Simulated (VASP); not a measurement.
# TiSi16 (a cell with a defect) in VASP: a series of runs

The runs below take TiSi16 (a cell with a defect) through single point, with PBE+D3(BJ).

All numbers are computed with VASP 6.6.1; they aren't measurements. Logs are shortened: lines on timing, memory, paths and dates and some standing lists are left out, and cuts for length are marked.

## 1. The cell of the first run

The cell holds a defect, 17 atoms: a = 7.679 Å, b = 7.679 Å, c = 7.679 Å, α = 60.00°, β = 60.00°, γ = 60.00°.

## 2. Single point, PBE+D3(BJ)

INCAR reads:

```
SYSTEM = TiSi16
PREC = Accurate ; ENCUT = 520
EDIFF = 1E-7 ; ISMEAR = 0
SIGMA = 0.05 ; LREAL = Auto
LASPH = .TRUE. ; NELM = 80
ALGO = Normal ; ISIF = 2
LWAVE = .FALSE. ; LCHARG = .FALSE.
GGA = PE ; IVDW = 12
NBANDS = 52
```

KPOINTS reads:

```
regular mesh
0
G
  2 2 2
  0 0 0
```

POSCAR reads:

```
TiSi16
1.0
    0.0000000000      5.4300000000      5.4300000000
    5.4300000000      0.0000000000      5.4300000000
    5.4300000000      5.4300000000      0.0000000000
Si Ti
16 1
Direct
   -0.0070411602     -0.0071796501      0.0208391344
    0.1265673112      0.1264109576      0.1362293738
    0.0037460405      0.0035740331      0.5151226519
    0.1136023941      0.1134624309      0.6589082873
    0.0066946593      0.4995453039     -0.0063322284
    0.1265671271      0.6102302947      0.1362439227
    0.0037509208      0.4769964088      0.5151328729
    0.1435092081      0.6181909761      0.6195576427
    0.4996984346      0.0065387661     -0.0063308471
    0.6103713628      0.1264162983      0.1362483425
    0.4771388582      0.0035981584      0.5151241252
    0.6183425414      0.1433535912      0.6195563536
    0.4996961326      0.4995443831     -0.0063198895
    0.6360412523      0.6358865562      0.0916434622
    0.5120616943      0.5119088398      0.4635773481
    0.6183414365      0.6181953959      0.6195662983
    0.8650579190      0.8649124309      0.4045593923
```

Potentials or basis: VASP PAW PBE potentials, release 64 (Si, Ti_sv).

Started as:

```
> cat potpaw_PBE.64/Si/POTCAR potpaw_PBE.64/Ti_sv/POTCAR > POTCAR
> mpirun -np 1 vasp_std > vasp.out
```

OUTCAR:

```text
SYSTEM = TiSi16
   PREC = Accurate
   ENCUT = 520
   EDIFF = 1E-7
   ISMEAR = 0
   LREAL = Auto
   LASPH = .TRUE.
   NELM = 80
   ISIF = 2
   GGA = PE
   IVDW = 12
 IVDW          = 12

 ion  position               nearest neighbor table
   1  0.993  0.993  0.021-   4 2.27  10 2.40   2 2.40   6 2.40  17 2.41
   2  0.127  0.126  0.136-   9 2.34   5 2.34   3 2.38   1 2.40  17 2.84
   3  0.004  0.004  0.515-   4 2.28   2 2.38   8 2.42  12 2.42  17 2.44
   4  0.114  0.113  0.659-   1 2.27   3 2.28   7 2.28  11 2.28
   5  0.007  0.500  0.994-  14 2.33   2 2.34   6 2.34   8 2.35
   6  0.127  0.610  0.136-  13 2.34   5 2.34   7 2.38   1 2.40  17 2.84
   7  0.004  0.477  0.515-   4 2.28   6 2.38   8 2.42  16 2.42  17 2.44
   8  0.144  0.618  0.620-  15 2.32   5 2.35   7 2.42   3 2.42  17 2.69
   9  0.500  0.007  0.994-  14 2.33  10 2.34   2 2.34  12 2.35
  10  0.610  0.126  0.136-  13 2.34   9 2.34  11 2.38   1 2.40  17 2.84
  11  0.477  0.004  0.515-   4 2.28  10 2.38  12 2.42  16 2.42  17 2.44
  12  0.618  0.143  0.620-  15 2.32   9 2.35  11 2.42   3 2.42  17 2.69
  13  0.500  0.500  0.994-  14 2.33  10 2.34   6 2.34  16 2.35
  14  0.636  0.636  0.092-  13 2.33   9 2.33   5 2.33  15 2.33
  15  0.512  0.512  0.464-   8 2.32  12 2.32  16 2.32  14 2.33
  16  0.618  0.618  0.620-  15 2.32  13 2.35  11 2.42   7 2.42  17 2.69
  17  0.865  0.865  0.405-   1 2.41   3 2.44   7 2.44  11 2.44  16 2.69  12 2.69   8 2.69  10 2.84
                             6 2.84   2 2.84

  LATTYP: Found a face centered cubic cell.
 ALAT       =    10.8600000000

  Lattice vectors:

 A1 = (   0.0000000000,   5.4300000000,   5.4300000000)
 A2 = (   5.4300000000,   0.0000000000,   5.4300000000)
 A3 = (   5.4300000000,   5.4300000000,   0.0000000000)

Analysis of symmetry for initial positions (statically):
=====================================================================
 Subroutine PRICEL returns:
 Original cell was already a primitive cell.

 Routine SETGRP: Setting up the symmetry group for a
 face centered cubic supercell.

 Subroutine GETGRP returns: Found  1 space group operations
 (whereof  1 operations were pure point group operations)
 out of a pool of 48 trial point group operations.

The static configuration has the point symmetry C_1 .

Analysis of symmetry for dynamics (positions and initial velocities):
=====================================================================
 Subroutine PRICEL returns:
 Original cell was already a primitive cell.

 Routine SETGRP: Setting up the symmetry group for a
 face centered cubic supercell.

 Subroutine GETGRP returns: Found  1 space group operations
 (whereof  1 operations were pure point group operations)
 out of a pool of 48 trial point group operations.

The dynamic configuration has the point symmetry C_1 .

 Subroutine INISYM returns: Found  1 space group operations
 (whereof  1 operations are pure point group operations),
 and found     1 'primitive' translations

----------------------------------------------------------------------------------------

                                     Primitive cell

  volume of cell :     320.2060

  direct lattice vectors                    reciprocal lattice vectors
     0.000000000  5.430000000  5.430000000    -0.092081031  0.092081031  0.092081031
     5.430000000  0.000000000  5.430000000     0.092081031 -0.092081031  0.092081031
     5.430000000  5.430000000  0.000000000     0.092081031  0.092081031 -0.092081031

  length of vectors
     7.679179644  7.679179644  7.679179644     0.159489025  0.159489025  0.159489025

  position of ions in fractional coordinates (direct lattice)
     0.992958840  0.992820350  0.020839134
     0.126567311  0.126410958  0.136229374
     0.003746040  0.003574033  0.515122652
     0.113602394  0.113462431  0.658908287
     0.006694659  0.499545304  0.993667772
     0.126567127  0.610230295  0.136243923
[... 9 lines left out ...]
     0.618341437  0.618195396  0.619566298
     0.865057919  0.864912431  0.404559392

  ion indices of the primitive-cell ions
   primitive index   ion index
                 1           1
                 2           2
                 3           3
                 4           4
                 5           5
                 6           6
[... 9 lines left out ...]
                16          16
                17          17

----------------------------------------------------------------------------------------

 KPOINTS: regular mesh

Automatic generation of k-mesh.
 Grid dimensions read from file:
 generate k-points for:    2    2    2

 Generating k-lattice:

  Cartesian coordinates                     Fractional coordinates (reciprocal lattice)
    -0.046040516  0.046040516  0.046040516     0.500000000  0.000000000  0.000000000
     0.046040516 -0.046040516  0.046040516     0.000000000  0.500000000  0.000000000
     0.046040516  0.046040516 -0.046040516     0.000000000  0.000000000  0.500000000

  Length of vectors
     0.079744512  0.079744512  0.079744512

  Shift w.r.t. Gamma in fractional coordinates (k-lattice)
     0.000000000  0.000000000  0.000000000

 Subroutine IBZKPT returns following result:
 ===========================================

 Found      8 irreducible k-points:

 Following reciprocal coordinates:
            Coordinates               Weight
  0.000000  0.000000  0.000000      1.000000
  0.500000  0.000000  0.000000      1.000000
  0.000000  0.500000  0.000000      1.000000
  0.000000  0.000000  0.500000      1.000000
  0.500000  0.500000  0.500000      1.000000
  0.500000  0.500000  0.000000      1.000000
  0.000000  0.500000  0.500000      1.000000
  0.500000  0.000000  0.500000      1.000000
   k-points           NKPTS =      8   k-points in BZ     NKDIM =      8   number of bands    NBANDS=     52
   number of dos      NEDOS =    301   number of ions     NIONS =     17
   total plane-waves  NPLWV = 216000
   dimension x,y,z NGX =    60 NGY =   60 NGZ =   60
   dimension x,y,z NGXF=   120 NGYF=  120 NGZF=  120
   ions per type =              16   1
   NGX,Y,Z   is equivalent  to a cutoff of  12.99, 12.99, 12.99 a.u.
   NGXF,Y,Z  is equivalent  to a cutoff of  25.98, 25.98, 25.98 a.u.
 SYSTEM =  TiSi16
   PREC   = accura    normal or accurate (medium, high low for compatibility)
   ISTART =      0    job   : 0-new  1-cont  2-samecut
   ICHARG =      2    charge: 1-file 2-atom 10-const
   ISPIN  =      1    spin polarized calculation?
   LNONCOLLINEAR =      F non collinear calculations
   LSORBIT =      F    spin-orbit coupling
   LASPH  =      T    aspherical Exc in radial PAW
   ENCUT  =  520.0 eV  38.22 Ry    6.18 a.u.  14.28 14.28 14.28*2*pi/ulx,y,z
   NELM   =     80;   NELMIN=  2; NELMDL= -5     # of ELM steps
   EDIFF  = 0.1E-06   stopping-criterion for ELM
   LREAL  =      T    real-space projection
   EDIFFG = 0.1E-05   stopping-criterion for IOM
   NSW    =      0    number of steps for IOM
   IBRION =     -1    ionic relax: 0-MD 1-quasi-New 2-CG
   NFREE  =      0    steps in history (QN), initial steepest desc. (CG)
   ISIF   =      2    stress and relaxation
   ISYM   =      2    0-nonsym 1-usesym 2-fastsym
   POTIM  = 0.5000    time-step for ionic-motion
   TEBEG  =    0.0;   TEEND  =   0.0 temperature during run
   PSTRESS=    0.0 pullay stress
   NELECT =      76.0000    total number of electrons
   NUPDOWN=      -1.0000    fix difference up-down
   EMIN   =  10.00;   EMAX   =-10.00  energy-range for DOS
   EFERMI =   0.00;   METHOD = LEGACY
   ISMEAR =     0;   SIGMA  =   0.05  broadening in eV -4-tet -1-fermi 0-gaus
   EFERMI_NEDOS =   21; number of points for ismear=-14 and -15
   IALGO  =     38    algorithm
   IMIX   =      4    mixing-type and parameters
     AMIX     =   0.40;   BMIX     =  1.00
     AMIX_MAG =   1.60;   BMIX_MAG =  1.00
  volume/ion in A,a.u.               =      18.84       127.11
  Fermi-wavevector in a.u.,A,eV,Ry     =   1.013607  1.915439 13.978610  1.027399
  Thomas-Fermi vector in A             =   2.146786
   LORBIT       =      0    0 simple, 1 ext, 2 COOP (PROOUT), +10 PAW based schemes
   GGA     = PE    functional components
   LHFCALC =     F    Hartree Fock is set to
   AEXX    =    0.0000 exact exchange contribution
   IVDW    =    12    specifies the selected vdW correction
   LEPSILON=     F    determine dielectric tensor
   LRPA    =     F    only Hartree local field effects (RPA)
 non-spin polarized calculation
 Gauss-broadening in eV      SIGMA  =   0.05
  energy-cutoff  :      520.00
  volume of cell :      320.21
 maximum number of plane-waves:      8646
 NGX is ok and might be reduce to    60
   NGX = 29   NGY = 29   NGZ = 29

 number of electron      76.0000000 magnetization

 Free energy of the ion-electron system (eV)
  ---------------------------------------------------
  ext. energy  EPLUGINS =         0.00000000
  ---------------------------------------------------
  free energy    TOTEN  =       -92.08643371 eV

  energy without entropy =      -92.06033530  energy(sigma->0) =      -92.07338450

 E-fermi :   6.8950     XC(G=0):  -9.7576

 val. band max:        6.8693266828   @ k =   0.0000   0.0000   0.0000
 cond. band min:       6.8963419413   @ k =   0.5000   0.5000   0.5000
 fundamental gap:      0.0270152584
 Fermi energy:         6.8949847116

 k-point     1 :       0.0000    0.0000    0.0000
  band No.  band energies     occupation
      1     -49.8593      2.00000
      2     -26.2393      2.00000
      3     -26.2280      2.00000
      4     -26.2279      2.00000
      5      -5.7102      2.00000
      6      -3.5125      2.00000
[... 42 lines left out ...]
     49       8.2328      0.00000
     50       8.4988      0.00000

 k-point     2 :       0.5000    0.0000    0.0000
  band No.  band energies     occupation
      1     -49.8593      2.00000
      2     -26.2393      2.00000
      3     -26.2280      2.00000
      4     -26.2279      2.00000
      5      -5.0037      2.00000
      6      -4.7880      2.00000
[... 310 lines left out ...]
 k-point     8 :       0.5000    0.0000    0.5000
  band No.  band energies     occupation
      1     -49.8593      2.00000
      2     -26.2393      2.00000
      3     -26.2280      2.00000
      4     -26.2279      2.00000
      5      -4.6827      2.00000
      6      -4.5865      2.00000
[... 42 lines left out ...]
     49       9.8581      0.00000
     50      10.5005      0.00000
 [bands above 50 left out]

------------------------ aborting loop because EDIFF is reached ----------------------------------------

 Edisp (eV)   -5.83730

 E8    (eV) :    -2.4417

  FORCE on cell =-STRESS in cart. coord.  units (eV):
  Direction    XX          YY          ZZ          XY          YZ          ZX
  --------------------------------------------------------------------------------------
  -------------------------------------------------------------------------------------
  Total       1.41695     1.41755     1.41472    -0.17967     0.18058     0.18244
  in kB       7.08983     7.09283     7.07864    -0.89899     0.90353     0.91285
  external pressure =        7.09 kB  Pullay stress =        0.00 kB

 VOLUME and BASIS-vectors are now :
 -----------------------------------------------------------------------------
  energy-cutoff  :      520.00
  volume of cell :      320.21
      direct lattice vectors                 reciprocal lattice vectors
     0.000000000  5.430000000  5.430000000    -0.092081031  0.092081031  0.092081031
     5.430000000  0.000000000  5.430000000     0.092081031 -0.092081031  0.092081031
     5.430000000  5.430000000  0.000000000     0.092081031  0.092081031 -0.092081031

 POSITION                                       TOTAL-FORCE (eV/Angst)
 -----------------------------------------------------------------------------------
      5.50417      5.50492     10.78278        -0.123559     -0.123893      0.124737
      1.42614      1.42699      1.37367         0.004580      0.004090     -0.010484
      2.81652      2.81746      0.03975        -0.009740     -0.009508     -0.123041
      4.19397      4.19473      1.23296        -0.076704     -0.076560      0.076981
      8.10815      5.43197      2.74888         0.051706      0.019095     -0.052078
      4.05336      1.42706      4.00081         0.011009      0.004431     -0.004209
[... 9 lines left out ...]
      6.72105      6.72184      6.71439         0.062611      0.063007      0.025034
      6.89323      6.89402      9.39374        -0.315464     -0.318132      0.316741
 -----------------------------------------------------------------------------------
    total drift:                                0.006836      0.004146     -0.009598

  FREE ENERGIE OF THE ION-ELECTRON SYSTEM (eV)
  ---------------------------------------------------
  free  energy   TOTEN  =       -97.9237374539 eV

  energy  without entropy=      -97.8976390430  energy(sigma->0) =      -97.91068825
```

Wall time 4.2 min (1 thread of Intel Xeon Platinum 8488C (Sapphire Rapids), shared host); peak memory 0.48 GiB.

Results:

| Property | Result |
| --- | --- |
| Free energy | -97.9237 eV |
| Pressure | 0.7 GPa |
| Largest force | 0.549 eV/Å |
| Band gap on the k mesh | zero (bands 38 and 39 overlap by 0.34 eV) |
| Dispersion energy per atom | -0.343 eV |

Forces on the atoms (eV/Å):
```
Si  -0.124 -0.124  0.125
Si   0.005  0.004 -0.010
Si  -0.010 -0.010 -0.123
Si  -0.077 -0.077  0.077
Si   0.052  0.019 -0.052
Si   0.011  0.004 -0.004
Si   0.122 -0.009  0.009
Si   0.064 -0.024 -0.063
Si   0.018  0.052 -0.053
Si   0.005  0.011 -0.004
Si  -0.009  0.122  0.009
Si  -0.025  0.064 -0.062
Si   0.052  0.052 -0.019
Si   0.086  0.086 -0.087
Si   0.083  0.084 -0.084
Si   0.063  0.063  0.025
Ti  -0.315 -0.318  0.317
```

Stress tensor (GPa, compression positive):
```
 0.71 -0.09  0.09
-0.09  0.71  0.09
 0.09  0.09  0.71
```

Levels at points of the mesh, in eV from the Fermi level:
```tsv
k point	band 33	band 34	band 35	band 36	band 37	band 38	band 39	band 40	band 41	band 42
(0.00, 0.00, 0.00)	-1.60	-1.00	-1.00	-0.98	-0.50	-0.33	-0.33	-0.03	-0.03	0.25
(0.50, 0.00, 0.00)	-1.92	-1.89	-1.36	-1.31	-0.21	0.00	0.26	0.38	0.54	0.78
(0.00, 0.50, 0.00)	-1.92	-1.89	-1.36	-1.31	-0.21	0.00	0.26	0.38	0.54	0.78
(0.00, 0.00, 0.50)	-1.94	-1.94	-1.33	-1.33	-0.34	-0.09	-0.09	0.57	0.57	0.93
(0.50, 0.50, 0.50)	-1.92	-1.89	-1.36	-1.31	-0.21	0.00	0.26	0.38	0.54	0.78
(0.50, 0.50, 0.00)	-2.38	-1.99	-1.95	-1.81	-0.61	0.01	0.53	0.69	1.12	1.35
(0.00, 0.50, 0.50)	-2.38	-1.99	-1.95	-1.81	-0.61	0.01	0.53	0.69	1.12	1.35
(0.50, 0.00, 0.50)	-2.38	-1.99	-1.95	-1.81	-0.61	0.01	0.53	0.69	1.12	1.35
```

Caveat: the k points lie up to 0.50 Å⁻¹ apart.

## 3. Single point, PBE+D3(BJ)

INCAR reads:

```
SYSTEM = TiSi16
PREC = Accurate
ENCUT = 520
EDIFF = 1E-7
ISMEAR = 0
SIGMA = 0.05
LREAL = Auto
LASPH = .TRUE.
NELM = 60
ALGO = Normal
ISIF = 2
LWAVE = .FALSE.
LCHARG = .FALSE.
GGA = PE
IVDW = 12
NBANDS = 52
```

KPOINTS reads:

```
Automatic mesh
0
G
  2 2 2
  0 0 0
```

POSCAR reads:

```
TiSi16
1.0
    0.0000000000      5.4300000000      5.4300000000
    5.4300000000      0.0000000000      5.4300000000
    5.4300000000      5.4300000000      0.0000000000
Si Ti
16 1
Direct
   -0.0165884899     -0.0166805709      0.0494291897
    0.1260181400      0.1259267956      0.1382761510
    0.0111215470      0.0110320442      0.5118968692
    0.1071423573      0.1070517495      0.6782156538
    0.0114744015      0.4995524862     -0.0110937385
    0.1260098527      0.6092490792      0.1383000921
    0.0111100368      0.4654166667      0.5119251381
    0.1523250460      0.6155316759      0.6160937385
    0.4996441068      0.0113796501     -0.0110888582
    0.6093393186      0.1259166667      0.1383050645
    0.4655088398      0.0110160221      0.5119316759
    0.6156234807      0.1522304788      0.6160991713
    0.4996375691      0.4995441989     -0.0110690608
    0.6409042357      0.6408101289      0.0769648250
    0.5165680479      0.5164724678      0.4499763352
    0.6156136280      0.6155189687      0.6161209945
    0.8411549724      0.8410623389      0.4761892265
```

Potentials or basis: VASP PAW PBE potentials, release 64 (Si, Ti_sv).

Started as:

```
> cat potpaw_PBE.64/Si/POTCAR potpaw_PBE.64/Ti_sv/POTCAR > POTCAR
> mpirun -np 1 vasp_std > vasp.out
```

Wall time 3.2 min (1 thread of Intel Xeon Platinum 8488C (Sapphire Rapids), shared host); peak memory 0.47 GiB.

It converged, with:

- Free energy: -97.0260 eV
- Pressure: 1.3 GPa
- Largest force: 1.976 eV/Å
- Band gap on the k mesh: zero (bands 38 and 39 overlap by 0.33 eV)
- Dispersion energy per atom: -0.343 eV

Forces in eV/Å, atoms in the order of the input:
```
Si   0.006  0.006 -0.005
Si   0.074  0.074 -0.038
Si   0.115  0.115 -0.087
Si   0.061  0.061 -0.062
Si   0.090  0.032 -0.091
Si   0.038  0.074 -0.074
Si   0.088  0.115 -0.115
Si   0.099 -0.054 -0.100
Si   0.032  0.090 -0.091
Si   0.074  0.038 -0.074
Si   0.115  0.088 -0.115
Si  -0.054  0.099 -0.100
Si   0.090  0.090 -0.033
Si   0.121  0.121 -0.121
Si   0.092  0.092 -0.090
Si   0.099  0.099  0.053
Ti  -1.140 -1.140  1.143
```

Stress tensor (GPa, compression positive):
```
 1.34 -0.59  0.59
-0.59  1.34  0.59
 0.59  0.59  1.34
```

Levels at points of the mesh, in eV from the Fermi level:
```csv
k point,band 34,band 35,band 36,band 37,band 38,band 39,band 40,band 41,band 42,band 43
"(0.00, 0.00, 0.00)",-1.19,-1.19,-0.76,-0.59,-0.28,-0.28,-0.04,-0.04,0.09,0.49
"(0.50, 0.00, 0.00)",-1.69,-1.39,-1.31,-0.34,-0.01,0.14,0.59,0.62,0.74,0.89
"(0.00, 0.00, 0.50)",-2.13,-1.36,-1.36,-0.23,-0.23,-0.22,0.70,0.70,0.71,1.21
"(0.50, 0.50, 0.50)",-1.69,-1.39,-1.31,-0.34,-0.01,0.14,0.59,0.62,0.74,0.89
"(0.50, 0.50, 0.00)",-2.08,-1.88,-1.80,-0.27,0.05,0.29,0.66,0.89,1.01,1.38
"(0.00, 0.50, 0.50)",-2.08,-1.88,-1.80,-0.27,0.05,0.29,0.66,0.89,1.01,1.38
```

Caveat: the k points lie up to 0.50 Å⁻¹ apart.

[end of part 1 of 2]

The gap in the log of VASP goes by the Fermi energy; the results here count the filled bands.